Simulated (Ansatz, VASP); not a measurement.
Two plane-wave programs on Ta2NbO2

```
Ta Nb O
1.0
     5.17479    0.00000    0.00000
     0.00000    5.17479    0.00000
     0.00000    0.00000    3.90757
Ta Nb O
2 1 2
Direct
  0.00000 0.50000 0.00000
  0.50000 0.00000 0.00000
  0.50000 0.50000 0.00000
  0.00000 0.50000 0.50000
  0.50000 0.00000 0.50000
```

Alike in both runs: functional PBE; k mesh 8 × 8 × 10; occupations gaussian, width 0.1 eV; no spin polarisation.

Ansatz relaxed the structure, and its values are those at the end. VASP's run is a single point on that final structure, the one shown.

|  | VASP | Ansatz |
| --- | --- | --- |
| version | VASP 6.6.1 | Ansatz 0.2.0 |
| potentials or method | VASP PAW PBE potentials, release 64 (Ta_pv, Nb_sv, O), cutoff 520 eV | scalar-relativistic, plane waves, PAW |
| valence electrons in the cell | 47 | 51 |

VASP gave:

```
gap on the k mesh at the Fermi level (eV) : none
pressure (GPa)                            : 0.3
```

Which values does Ansatz return?

gap on the k mesh at the Fermi level (eV): none; pressure (GPa): 0.0.

A gap of «none» marks a metal or a gap that the smearing closes. VASP's potentials hold 47 valence electrons a cell and Ansatz's 51, so a difference there can come from the potentials and not from the codes.

Neither program's run includes spin-orbit coupling.
